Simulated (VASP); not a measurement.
# SrO in VASP: notebook, part 2 of 2

VASP 6.6.1.

## (6) Single point, LDA (equal xy, yz and zx shear strains of -2 %)

INCAR

```
SYSTEM = SrO
ALGO = Normal
EDIFF = 1E-6
ENCUT = 520
GGA = CA
ISIF = 2
ISMEAR = -1
LASPH = .TRUE.
LCHARG = .TRUE.
LELF = .TRUE.
LREAL = .FALSE.
LVHAR = .TRUE.
LWAVE = .FALSE.
NBANDS = 15
NELM = 60
PREC = Accurate
SIGMA = 0.02
```

KPOINTS

```
k-points
0
G
  8 8 8
  0 0 0
```

POSCAR

```
SrO
1.0
   -0.0513960000      2.5441020000      2.5441020000
    2.5441020000     -0.0513960000      2.5441020000
    2.5441020000      2.5441020000     -0.0513960000
Sr O
1 1
Direct
    0.0000000000      0.0000000000      0.0000000000
    0.5000000000      0.5000000000      0.5000000000
```

Potentials or basis: VASP PAW LDA potentials, release 64 (Sr_sv, O).

Command:

```console
$ cat potpaw_LDA.64/Sr_sv/POTCAR potpaw_LDA.64/O/POTCAR > POTCAR
$ mpirun -np 1 vasp_std > vasp.out
```

OUTCAR:

```text
SYSTEM = SrO
   EDIFF = 1E-6
   ENCUT = 520
   GGA = CA
   ISIF = 2
   ISMEAR = -1
   LASPH = .TRUE.
   LREAL = .FALSE.
   NELM = 60
   PREC = Accurate

 ion  position               nearest neighbor table
   1  0.000  0.000  0.000-   2 2.57   2 2.57   2 2.57   2 2.57   2 2.57   2 2.57
   2  0.500  0.500  0.500-   1 2.57   1 2.57   1 2.57   1 2.57   1 2.57   1 2.57

  LATTYP: Found a trigonal (rhomboedric) cell.
 ALAT       =     3.5982706293
 COS(alpha) =     0.4797000918

  Lattice vectors:

 A1 = (  -0.0513960000,   2.5441020000,   2.5441020000)
 A2 = (   2.5441020000,  -0.0513960000,   2.5441020000)
 A3 = (   2.5441020000,   2.5441020000,  -0.0513960000)

Analysis of symmetry for initial positions (statically):
=====================================================================
 Subroutine PRICEL returns:
 Original cell was already a primitive cell.

 Routine SETGRP: Setting up the symmetry group for a
 trigonal (rhombohedral) supercell.

 Subroutine GETGRP returns: Found 12 space group operations
 (whereof 12 operations were pure point group operations)
 out of a pool of 12 trial point group operations.

The static configuration has the point symmetry D_3d.

Analysis of symmetry for dynamics (positions and initial velocities):
=====================================================================
 Subroutine PRICEL returns:
 Original cell was already a primitive cell.

 Routine SETGRP: Setting up the symmetry group for a
 trigonal (rhombohedral) supercell.

 Subroutine GETGRP returns: Found 12 space group operations
 (whereof 12 operations were pure point group operations)
 out of a pool of 12 trial point group operations.

The dynamic configuration has the point symmetry D_3d.

 Subroutine INISYM returns: Found 12 space group operations
 (whereof 12 operations are pure point group operations),
 and found     1 'primitive' translations

[... 117 lines left out ...]
  Thomas-Fermi vector in A             =   2.407013
   LORBIT       =      0    0 simple, 1 ext, 2 COOP (PROOUT), +10 PAW based schemes
   GGA     = CA    functional components
   LHFCALC =     F    Hartree Fock is set to
   AEXX    =    0.0000 exact exchange contribution
   IVDW    =     0    specifies the selected vdW correction
   LEPSILON=     F    determine dielectric tensor
   LRPA    =     F    only Hartree local field effects (RPA)
 non-spin polarized calculation
  energy-cutoff  :      520.00
  volume of cell :       33.93
 maximum number of plane-waves:       922
   NGX = 13   NGY = 13   NGZ = 13

 number of electron      15.9999998 magnetization

 Free energy of the ion-electron system (eV)
  ---------------------------------------------------
  ext. energy  EPLUGINS =         0.00000000
  ---------------------------------------------------
  free energy    TOTEN  =       -13.36806847 eV

  energy without entropy =      -13.36806847  energy(sigma->0) =      -13.36806847

 E-fermi :   1.9194     XC(G=0): -10.5360

 val. band max:        1.3975821504   @ k =   0.0000   0.0000   0.0000
 cond. band min:       4.4484207259   @ k =   0.5000   0.5000  -0.0000
 fundamental gap:      3.0508385756
 Fermi energy:         1.9193701040

 k-point     1 :       0.0000    0.0000    0.0000
  band No.  band energies     occupation
      1     -30.7329      2.00000
      2     -13.4083      2.00000
      3     -12.4628      2.00000
      4     -12.4628      2.00000
      5     -12.4428      2.00000
      6       1.3352      2.00000
      7       1.3352      2.00000
      8       1.3976      2.00000
      9       5.1575      0.00000
     10       7.3217      0.00000
     11       7.3217      0.00000
     12       7.7335      0.00000
     13       9.6971      0.00000
     14       9.6971      0.00000
[... 401 lines left out ...]
      2     -14.6001      2.00000
      3     -12.6595      2.00000
      4     -12.4868      2.00000
      5     -11.4868      2.00000
      6      -0.2910      2.00000
      7       0.3658      2.00000
      8       0.9365      2.00000
      9       7.0608      0.00000
     10       7.9464      0.00000
     11       8.6669      0.00000
     12       9.8592      0.00000
     13      11.6174      0.00000
     14      11.9580      0.00000
     15      17.4714      0.00000

 [... further k-points ...]
[... 5 lines left out ...]
  --------------------------------------------------------------------------------------
  -------------------------------------------------------------------------------------
  Total       -0.7426259     -0.7426259     -0.7426259      0.2267764      0.2267764      0.2267764
  in kB      -35.0658117    -35.0658117    -35.0658117     10.7080789     10.7080789     10.7080789
  external PRESSURE =     -35.0658117 kB  Pullay stress =       0.0000000 kB

 VOLUME and BASIS-vectors are now :
 -----------------------------------------------------------------------------
  energy-cutoff  :      520.00
  volume of cell :       33.93
      direct lattice vectors                 reciprocal lattice vectors
    -0.051396000  2.544102000  2.544102000    -0.190675531  0.194606985  0.194606985
     2.544102000 -0.051396000  2.544102000     0.194606985 -0.190675531  0.194606985
     2.544102000  2.544102000 -0.051396000     0.194606985  0.194606985 -0.190675531

 POSITION                                       TOTAL-FORCE (eV/Angst)
 -----------------------------------------------------------------------------------
      0.00000      0.00000      0.00000        -0.000000     -0.000000     -0.000000
      2.51840      2.51840      2.51840         0.000000      0.000000      0.000000
 -----------------------------------------------------------------------------------
    total drift:                                0.000000      0.000000      0.000000

  FREE ENERGIE OF THE ION-ELECTRON SYSTEM (eV)
  ---------------------------------------------------
  free  energy   TOTEN  =       -13.3680684701 eV

  energy  without entropy=      -13.3680684701  energy(sigma->0) =      -13.36806847
```

Wall time 29 s (1 thread of AMD EPYC 7R43 (Zen 3), shared host); peak memory 0.12 GiB.

What came out:

- Free energy: -13.3681 eV
- Pressure: -3.5 GPa
- Band gap on the k mesh: 3.05 eV, indirect (least direct gap 3.15 eV)

Stress tensor (GPa, compression positive):
```
-3.51  1.07  1.07
 1.07 -3.51  1.07
 1.07  1.07 -3.51
```

Levels at points of the mesh, in eV from the valence-band top:
| k point | band 6 | band 7 | band 8 | band 9 | band 10 | band 11 |
| --- | --- | --- | --- | --- | --- | --- |
| (0.00, 0.00, 0.00) | -0.06 | -0.06 | 0.00 | 3.76 | 5.92 | 5.92 |
| (0.50, 0.00, 0.00) | -2.29 | -1.24 | -1.11 | 6.36 | 8.23 | 8.52 |
| (0.50, 0.50, 0.00) | -0.47 | -0.15 | -0.10 | 3.05 | 7.71 | 10.13 |
| (0.50, 0.50, 0.50) | -2.29 | -1.30 | -1.30 | 6.48 | 8.29 | 8.90 |

Caveat: the cell differs from its parent crystal (equal xy, yz and zx shear strains of -2 %). A k mesh can miss the band edges.

## (7) Summary

| cell | gap on the mesh (eV) | pressure (GPa) |
| --- | --- | --- |
| a = 3.580, b = 3.580, c = 3.525 Å, angles 60.5, 60.5, 59.0°, 2 atoms | 2.96 | 3.0 |
| a = 3.581 Å, angles 62.0°, 2 atoms | 3.02 | -3.5 |
| a = 3.616 Å, angles 60.7°, 2 atoms | 3.08 | -3.5 |
| a = 3.671 Å, angles 58.7°, 2 atoms | 3.07 | -3.5 |
| a = 3.598 Å, angles 61.3°, 2 atoms | 3.05 | -3.5 |

Alike in all rows: task single point; level LDA; potentials or basis VASP PAW LDA potentials, release 64 (Sr_sv, O); no spin polarisation; k mesh 8 × 8 × 8; cutoff (eV) 520; smearing fermi-dirac 0.02 eV.

Total energies depend on the potentials used, so only differences within one code and one set of settings carry meaning.
